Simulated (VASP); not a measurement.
# BiTe (P-1) in VASP: further runs

BiTe is run at these levels: PBEsol; tasks: single point.

All numbers are computed with VASP 6.6.1; they aren't measurements. Logs are shortened: lines on timing, memory, paths and dates and some standing lists are left out, and cuts for length are marked.

## Step 1: The cell of the first run

The typed cell holds 2 atoms: a = 4.247 Å, b = 4.432 Å, c = 4.340 Å, α = 67.05°, β = 68.70°, γ = 67.86°.

## Step 2: Single point, PBEsol (strain -0.0500 x Voigt [0, 0, 0, 0, 1, 0])

The input, INCAR:

```
SYSTEM = BiTe
  PREC = Accurate
  ENCUT = 520
  EDIFF = 1E-6
  ISMEAR = 0
  SIGMA = 0.15
  LREAL = .False.
  LASPH = .True.
  NELM = 60
  ALGO = Normal
  ISIF = 2
  LWAVE = .False.
  LCHARG = .True.
  GGA = PS
  LELF = .True.
  LVHAR = .True.
  NBANDS = 18
```

The input, KPOINTS:

```
Automatic mesh
0
Gamma
  12 12 12
  0 0 0
```

The input, POSCAR:

```
BiTe
1.0
    2.3397754739      1.3987509848      3.2567242602
   -2.5056400717      1.3987509848      3.3778596488
   -0.0829322989     -2.7975019696      3.3172919545
Bi Te
1 1
Direct
    0.5000000000      0.5000000000      0.5000000000
    0.0000000000      0.0000000000      0.0000000000
```

Potentials or basis: VASP PAW PBE potentials, release 64 (Bi_d, Te).

Run with:

```bash
cat potpaw_PBE.64/Bi_d/POTCAR potpaw_PBE.64/Te/POTCAR > POTCAR
mpirun -np 1 vasp_std > vasp.out
```

OUTCAR:

```text
SYSTEM = BiTe
   PREC = Accurate
   ENCUT = 520
   EDIFF = 1E-6
   ISMEAR = 0
   LREAL = .False.
   LASPH = .True.
   NELM = 60
   ISIF = 2
   GGA = PS

 ion  position               nearest neighbor table
   1  0.500  0.500  0.500-   2 3.19   2 3.19   2 3.25   2 3.25   2 3.31   2 3.31
   2  0.000  0.000  0.000-   1 3.19   1 3.19   1 3.25   1 3.25   1 3.31   1 3.31

  LATTYP: Found a triclinic cell.
 ALAT       =     4.2470350237
 B/A-ratio  =     1.8750441485
 C/A-ratio  =     1.7219441380
 COS(alpha) =     0.0075098017
 COS(beta)  =     0.4440251202
 COS(gamma) =     0.8568701114

  Lattice vectors:

 A1 = (  -2.3397754739,  -1.3987509848,  -3.2567242602)
 A2 = (  -7.1851910195,  -1.3987509848,  -3.1355888716)
 A3 = (   2.5885723706,   1.3987509848,  -6.6951516033)

Analysis of symmetry for initial positions (statically):
=====================================================================
 Subroutine PRICEL returns:
 Original cell was already a primitive cell.

 Routine SETGRP: Setting up the symmetry group for a
 triclinic supercell.

 Subroutine GETGRP returns: Found  2 space group operations
 (whereof  2 operations were pure point group operations)
 out of a pool of  2 trial point group operations.

The static configuration has the point symmetry S_2 .

Analysis of symmetry for dynamics (positions and initial velocities):
=====================================================================
 Subroutine PRICEL returns:
 Original cell was already a primitive cell.

 Routine SETGRP: Setting up the symmetry group for a
 triclinic supercell.

 Subroutine GETGRP returns: Found  2 space group operations
 (whereof  2 operations were pure point group operations)
 out of a pool of  2 trial point group operations.

The dynamic configuration has the point symmetry S_2 .

 Subroutine INISYM returns: Found  2 space group operations
 (whereof  2 operations are pure point group operations),
 and found     1 'primitive' translations

----------------------------------------------------------------------------------------

                                     Primitive cell

  volume of cell :      67.4070

  direct lattice vectors                    reciprocal lattice vectors
     2.339775474  1.398750985  3.256724260     0.209023377  0.119153923  0.105709153
    -2.505640072  1.398750985  3.377859649    -0.203996056  0.119153923  0.095383667
    -0.082932299 -2.797501970  3.317291954     0.002513660 -0.238307845  0.100546410

  length of vectors
     4.247035024  4.432231074  4.340198261     0.262798125  0.254774591  0.258662963

  position of ions in fractional coordinates (direct lattice)
     0.500000000  0.500000000  0.500000000
     0.000000000  0.000000000  0.000000000

  ion indices of the primitive-cell ions
   primitive index   ion index
                 1           1
                 2           2

----------------------------------------------------------------------------------------

 KPOINTS: Automatic mesh

Automatic generation of k-mesh.
 Grid dimensions read from file:
 generate k-points for:   12   12   12

 Generating k-lattice:

  Cartesian coordinates                     Fractional coordinates (reciprocal lattice)
     0.017418615  0.009929494  0.008809096     0.083333333 -0.000000000  0.000000000
    -0.016999671  0.009929494  0.007948639     0.000000000  0.083333333  0.000000000
     0.000209472 -0.019858987  0.008378868     0.000000000  0.000000000  0.083333333

  Length of vectors
     0.021899844  0.021231216  0.021555247

  Shift w.r.t. Gamma in fractional coordinates (k-lattice)
     0.000000000  0.000000000  0.000000000

 Subroutine IBZKPT returns following result:
 ===========================================

 Found    868 irreducible k-points:

 Following reciprocal coordinates:
            Coordinates               Weight
  0.000000  0.000000  0.000000      1.000000
  0.083333 -0.000000  0.000000      2.000000
  0.166667 -0.000000 -0.000000      2.000000
  0.250000  0.000000 -0.000000      2.000000
  0.333333 -0.000000 -0.000000      2.000000
  0.416667  0.000000  0.000000      2.000000
[... 16 lines left out ...]
  0.250000  0.166667 -0.000000      2.000000
  0.333333  0.166667 -0.000000      2.000000
 [... further k-points ...]
   k-points           NKPTS =    868   k-points in BZ     NKDIM =    868   number of bands    NBANDS=     18
   number of dos      NEDOS =    301   number of ions     NIONS =      2
   total plane-waves  NPLWV =  36864
   dimension x,y,z NGX =    32 NGY =   36 NGZ =   32
   dimension x,y,z NGXF=    64 NGYF=   72 NGZF=   64
   ions per type =               1   1
   NGX,Y,Z   is equivalent  to a cutoff of  12.53, 13.50, 12.26 a.u.
   NGXF,Y,Z  is equivalent  to a cutoff of  25.05, 27.01, 24.51 a.u.
 SYSTEM =  BiTe
   PREC   = accura    normal or accurate (medium, high low for compatibility)
   ISTART =      0    job   : 0-new  1-cont  2-samecut
   ICHARG =      2    charge: 1-file 2-atom 10-const
   ISPIN  =      1    spin polarized calculation?
   LNONCOLLINEAR =      F non collinear calculations
   LSORBIT =      F    spin-orbit coupling
   LASPH  =      T    aspherical Exc in radial PAW
   ENCUT  =  520.0 eV  38.22 Ry    6.18 a.u.   7.90  8.24  8.07*2*pi/ulx,y,z
   NELM   =     60;   NELMIN=  2; NELMDL= -5     # of ELM steps
   EDIFF  = 0.1E-05   stopping-criterion for ELM
   LREAL  =      F    real-space projection
   EDIFFG = 0.1E-04   stopping-criterion for IOM
   NSW    =      0    number of steps for IOM
   IBRION =     -1    ionic relax: 0-MD 1-quasi-New 2-CG
   NFREE  =      0    steps in history (QN), initial steepest desc. (CG)
   ISIF   =      2    stress and relaxation
   ISYM   =      2    0-nonsym 1-usesym 2-fastsym
   POTIM  = 0.5000    time-step for ionic-motion
   TEBEG  =    0.0;   TEEND  =   0.0 temperature during run
   PSTRESS=    0.0 pullay stress
   NELECT =      21.0000    total number of electrons
   NUPDOWN=      -1.0000    fix difference up-down
   EMIN   =  10.00;   EMAX   =-10.00  energy-range for DOS
   EFERMI =   0.00;   METHOD = LEGACY
   ISMEAR =     0;   SIGMA  =   0.15  broadening in eV -4-tet -1-fermi 0-gaus
   EFERMI_NEDOS =   21; number of points for ismear=-14 and -15
   IALGO  =     38    algorithm
   IMIX   =      4    mixing-type and parameters
     AMIX     =   0.40;   BMIX     =  1.00
     AMIX_MAG =   1.60;   BMIX_MAG =  1.00
  volume/ion in A,a.u.               =      33.70       227.44
  Fermi-wavevector in a.u.,A,eV,Ry     =   1.109804  2.097226 16.757820  1.231665
  Thomas-Fermi vector in A             =   2.246348
   LORBIT       =      0    0 simple, 1 ext, 2 COOP (PROOUT), +10 PAW based schemes
   GGA     = PS    functional components
   LHFCALC =     F    Hartree Fock is set to
   AEXX    =    0.0000 exact exchange contribution
   IVDW    =     0    specifies the selected vdW correction
   LEPSILON=     F    determine dielectric tensor
   LRPA    =     F    only Hartree local field effects (RPA)
 non-spin polarized calculation
 Gauss-broadening in eV      SIGMA  =   0.15
  energy-cutoff  :      520.00
  volume of cell :       67.41
 maximum number of plane-waves:      1831
   NGX = 15   NGY = 17   NGZ = 17

 number of electron      21.0000001 magnetization

 Free energy of the ion-electron system (eV)
  ---------------------------------------------------
  ext. energy  EPLUGINS =         0.00000000
  ---------------------------------------------------
  free energy    TOTEN  =        -7.97627881 eV

  energy without entropy =       -7.96191433  energy(sigma->0) =       -7.96909657

 E-fermi :   6.5039     XC(G=0):  -9.6338

 val. band max:        6.5038901650   @ k =   0.1667   0.2500  -0.0000
 cond. band min:       6.5083371423   @ k =   0.0000   0.2500   0.1667
 fundamental gap:      0.0044469773
 Fermi energy:         6.5039150393

 k-point     1 :       0.0000    0.0000    0.0000
  band No.  band energies     occupation
      1     -16.6218      2.00000
      2     -16.6206      2.00000
      3     -16.6102      2.00000
      4     -16.6029      2.00000
      5     -16.5920      2.00000
      6      -6.9876      2.00000
[... 10 lines left out ...]
     17      13.1582      0.00000
     18      13.2865      0.00000

 k-point     2 :       0.0833   -0.0000    0.0000
  band No.  band energies     occupation
      1     -16.6219      2.00000
      2     -16.6202      2.00000
      3     -16.6101      2.00000
      4     -16.6026      2.00000
      5     -16.5921      2.00000
      6      -6.9265      2.00000
[... 10 lines left out ...]
     17      12.8678      0.00000
     18      13.6361      0.00000

 k-point     3 :       0.1667   -0.0000   -0.0000
  band No.  band energies     occupation
      1     -16.6226      2.00000
      2     -16.6192      2.00000
      3     -16.6100      2.00000
      4     -16.6014      2.00000
      5     -16.5921      2.00000
      6      -6.7443      2.00000
[... 10 lines left out ...]
     17      13.5319      0.00000
     18      14.5983      0.00000

 k-point     4 :       0.2500    0.0000   -0.0000
  band No.  band energies     occupation
      1     -16.6239      2.00000
      2     -16.6181      2.00000
      3     -16.6098      2.00000
      4     -16.5995      2.00000
      5     -16.5919      2.00000
      6      -6.4445      2.00000
[... 375 lines left out ...]
      4     -16.6017      2.00000
      5     -16.5916      2.00000
      6      -6.6576      2.00000
[... 10 lines left out ...]
     17      12.9738      0.00000
     18      14.1239      0.00000

 k-point    23 :       0.2500    0.1667   -0.0000
  band No.  band energies     occupation
      1     -16.6250      2.00000
      2     -16.6177      2.00000
      3     -16.6090      2.00000
      4     -16.5990      2.00000
      5     -16.5918      2.00000
      6      -6.4342      2.00000
[... 10 lines left out ...]
     17      13.5616      0.00000
     18      14.9188      0.00000

 k-point    24 :       0.3333    0.1667   -0.0000
  band No.  band energies     occupation
      1     -16.6266      2.00000
      2     -16.6172      2.00000
      3     -16.6090      2.00000
      4     -16.5965      2.00000
      5     -16.5913      2.00000
      6      -6.1040      2.00000
[... 10 lines left out ...]
     17      14.8189      0.00000
     18      15.9735      0.00000

 [... further k-points ...]
[... 5 lines left out ...]
  --------------------------------------------------------------------------------------
  -------------------------------------------------------------------------------------
  Total       -1.0294488     -1.0673541     -0.9306251     -0.3838973     -0.0190554      0.5262389
  in kB      -24.4686755    -25.3696353    -22.1197632     -9.1247460     -0.4529231     12.5080235
  external PRESSURE =     -23.9860246 kB  Pullay stress =       0.0000000 kB

 VOLUME and BASIS-vectors are now :
 -----------------------------------------------------------------------------
  energy-cutoff  :      520.00
  volume of cell :       67.41
      direct lattice vectors                 reciprocal lattice vectors
     2.339775474  1.398750985  3.256724260     0.209023377  0.119153923  0.105709153
    -2.505640072  1.398750985  3.377859649    -0.203996056  0.119153923  0.095383667
    -0.082932299 -2.797501970  3.317291954     0.002513660 -0.238307845  0.100546410

 POSITION                                       TOTAL-FORCE (eV/Angst)
 -----------------------------------------------------------------------------------
     -0.12440      0.00000      4.97594         0.000000      0.000000      0.000000
      0.00000      0.00000      0.00000        -0.000000      0.000000      0.000000
 -----------------------------------------------------------------------------------
    total drift:                               -0.000000      0.000000     -0.000000

  FREE ENERGIE OF THE ION-ELECTRON SYSTEM (eV)
  ---------------------------------------------------
  free  energy   TOTEN  =        -7.9762788079 eV

  energy  without entropy=       -7.9619143254  energy(sigma->0) =       -7.96909657
```

Wall time 4.5 min (1 thread of Intel Xeon 6975P-C (Granite Rapids), shared host); peak memory 1 GiB.

Results:

```yaml
Free_energy: -7.9763 eV
Pressure: -2.4 GPa
Band_gap_on_the_k_mesh: zero (an odd number of electrons rules out a gap without spin polarisation)
```

Stress tensor (GPa, compression positive):
```
-2.45 -0.91  1.25
-0.91 -2.54 -0.05
 1.25 -0.05 -2.21
```

Caveat: the cell differs from its parent crystal (strain -0.0500 x Voigt [0, 0, 0, 0, 1, 0]); the PAW data sets were made with another functional, which shifts forces and pressure a little; spin-orbit coupling is left out, which moves the levels of the heavy elements.

## Step 3: Single point, PBEsol (strain +0.0375 x Voigt [0, 0, 0, 0, 1, 0])

The input, INCAR:

```
SYSTEM = BiTe
PREC = Accurate
ENCUT = 520
EDIFF = 1E-6
ISMEAR = 0
SIGMA = 0.15
LREAL = .FALSE.
LASPH = .TRUE.
NELM = 100
ALGO = Normal
ISIF = 2
LWAVE = .FALSE.
LCHARG = .FALSE.
GGA = PS
NBANDS = 18
```

The input, KPOINTS:

```
regular mesh
0
G
  12 12 12
  0 0 0
```

The input, POSCAR:

```
BiTe
1.0
    2.4849069970      1.3987509848      3.3627177252
   -2.3605085487      1.3987509848      3.2718661838
    0.0621992241     -2.7975019696      3.3172919545
Bi Te
1 1
Direct
    0.5000000000      0.5000000000      0.5000000000
    0.0000000000      0.0000000000      0.0000000000
```

Potentials or basis: VASP PAW PBE potentials, release 64 (Bi_d, Te).

Run with:

```bash
cat potpaw_PBE.64/Bi_d/POTCAR potpaw_PBE.64/Te/POTCAR > POTCAR
mpirun -np 1 vasp_std > vasp.out
```

It took 11 min on 1 thread of AMD EPYC 7R13 (Zen 3), shared host; peak memory 1 GiB.

The run converged. Its results:

```
Free energy            : -7.9818 eV
Pressure               : -2.5 GPa
Band gap on the k mesh : zero (an odd number of electrons rules out a gap without spin polarisation)
```

Stress tensor (GPa, compression positive):
```
-2.52  0.69 -0.94
 0.69 -2.57 -0.02
-0.94 -0.02 -2.27
```

Levels at points of the mesh, in eV from the Fermi level:
```tsv
k point	band 6	band 7	band 8	band 9	band 10	band 11	band 12	band 13	band 14	band 15
(0.00, 0.00, 0.00)	-13.49	-8.27	-3.10	-2.69	-1.57	1.78	2.34	2.81	4.00	4.09
(0.50, 0.00, 0.00)	-11.61	-11.40	-1.86	-1.70	-0.93	-0.90	-0.53	0.43	6.72	6.88
(0.00, 0.50, 0.00)	-11.54	-11.32	-1.94	-1.78	-1.10	-1.06	-0.63	0.21	6.59	6.74
(0.50, 0.50, 0.00)	-11.69	-9.96	-5.61	-4.50	-3.25	2.37	2.97	3.69	4.59	8.08
(0.00, 0.00, 0.50)	-11.58	-11.36	-1.97	-1.66	-1.04	-1.00	-0.52	0.32	6.61	6.80
(0.50, 0.00, 0.50)	-11.85	-9.83	-5.56	-4.53	-3.15	2.44	3.14	3.77	4.43	8.31
(0.00, 0.50, 0.50)	-11.53	-10.10	-5.65	-4.44	-3.39	2.30	2.96	3.48	4.76	8.03
(0.50, 0.50, 0.50)	-11.23	-10.94	-2.34	-2.32	-2.23	-1.58	-1.28	-1.24	7.87	8.32
```

Caveat: the cell differs from its parent crystal (strain +0.0375 x Voigt [0, 0, 0, 0, 1, 0]); the PAW data sets were made with another functional, which shifts forces and pressure a little; spin-orbit coupling is left out, which moves the levels of the heavy elements.
